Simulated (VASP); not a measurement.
Input of a VASP 6.6.1 run:

INCAR

```
SYSTEM = ZrB2
PREC = Accurate ; ENCUT = 520
EDIFF = 1E-6 ; ISMEAR = 0
SIGMA = 0.15 ; LREAL = .FALSE.
LASPH = .TRUE. ; NELM = 100
ALGO = Normal ; ISIF = 2
LWAVE = .FALSE. ; LCHARG = .FALSE.
GGA = PS ; NBANDS = 16
```

The input KPOINTS:

```
regular mesh
0
G
  15 15 12
  0 0 0
```

Contents of POSCAR:

```
ZrB2
1.0
    3.1233000000      0.0000000000      0.0000000000
   -1.5616500000      2.7048571436      0.0000000000
    0.0000000000      0.0000000000      3.3314000000
Zr B
1 2
Direct
    0.0000000000      0.0000000000      0.0000000000
    0.3333333333      0.6666666667      0.5000000000
    0.6666666667      0.3333333333      0.5000000000
```

Potentials or basis: VASP PAW PBE potentials, release 64 (Zr_sv, B).

Launch:

```console
$ cat potpaw_PBE.64/Zr_sv/POTCAR potpaw_PBE.64/B/POTCAR > POTCAR
$ mpirun -np 1 vasp_std > vasp.out
```

(1) Estimate the band gap on the k mesh.

(2) Predict the pressure.

Answers

(1) zero (band 9 reaches 11.94 eV, above the bottom of band 10 at 11.15 eV).

(2) 20.7 GPa.

Caveat: the PAW data sets were made with another functional, which shifts forces and pressure a little.
